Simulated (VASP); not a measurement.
Here is a VASP 6.6.1 calculation.

The input INCAR:

```
PREC = Accurate ; ENCUT = 520
EDIFF = 1E-6 ; ISMEAR = 0
SIGMA = 0.01 ; LREAL = False
LASPH = True ; NELM = 100
ALGO = Normal ; ISIF = 2
LWAVE = False ; LCHARG = False
GGA = PE ; NBANDS = 45
```

KPOINTS

```
Automatic mesh
0
Gamma
  4 4 4
```

The input POSCAR:

```
LiNbO3
1.0
    2.5756485575      1.4870513880      4.6218000000
   -2.5756485575      1.4870513880      4.6218000000
    0.0000000000     -2.9741027760      4.6218000000
Li Nb O
2 2 6
Direct
    0.3021000000      0.3021000000      0.3021000000
    0.8021000000      0.8021000000      0.8021000000
    0.0192000000      0.0192000000      0.0192000000
    0.5192000000      0.5192000000      0.5192000000
    0.1311000000      0.3783000000      0.7405000000
    0.7405000000      0.1311000000      0.3783000000
    0.3783000000      0.7405000000      0.1311000000
    0.2405000000      0.8783000000      0.6311000000
    0.8783000000      0.6311000000      0.2405000000
    0.6311000000      0.2405000000      0.8783000000
```

Potentials or basis: VASP PAW PBE potentials, release 64 (Li_sv, Nb_sv, O).

Run with:

```sh
$ cat potpaw_PBE.64/Li_sv/POTCAR potpaw_PBE.64/Nb_sv/POTCAR potpaw_PBE.64/O/POTCAR > POTCAR
$ mpirun -np 1 vasp_std > vasp.out
```

**Question.** Predict the band gap on the k mesh.

**Answer.** 3.56 eV, direct.

**Question.** Predict the largest force.

**Answer.** 0.200 eV/Å.

Forces on the atoms (eV/Å):
```
Li   0.000  0.000 -0.029
Li   0.000  0.000 -0.029
Nb   0.000  0.000 -0.024
Nb   0.000  0.000 -0.024
O   -0.160  0.118  0.018
O   -0.022 -0.198  0.018
O    0.182  0.080  0.018
O   -0.182  0.080  0.018
O    0.160  0.118  0.018
O    0.022 -0.198  0.018
```

 A k mesh can miss the band edges.
